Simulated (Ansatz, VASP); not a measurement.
Co: VASP beside Ansatz

```
CELL_PARAMETERS angstrom
-1.36165 1.36165 1.36165
1.36165 -1.36165 1.36165
1.36165 1.36165 -1.36165
ATOMIC_POSITIONS crystal
Co 0.00000 0.00000 0.00000
```

Alike in both runs: functional PBEsol; k mesh 28 × 28 × 28; occupations gaussian, width 0.1 eV; no spin polarisation.

Ansatz relaxed the structure, and its values are those at the end. VASP's run is a single point on that final structure, the one shown.

|  | VASP | Ansatz |
| --- | --- | --- |
| version | VASP 6.6.1 | Ansatz 0.2.0 |
| potentials or method | VASP PAW PBE potentials, release 64 (Co_sv), cutoff 690 eV | scalar-relativistic, plane waves, PAW |
| valence electrons in the cell | 17 | 17 |

Ansatz gave:

- gap on the k mesh at the Fermi level (eV): none
- pressure (GPa): 0.0

**Question.** What did VASP give for the same quantities?

**Answer.** gap on the k mesh at the Fermi level (eV): none; pressure (GPa): -1.0.

VASP's potentials were made for PBE, not for PBEsol. A gap of «none» marks a metal or a gap that the smearing closes. With one functional, cell and mesh, what is left measures potentials, basis and numerics.
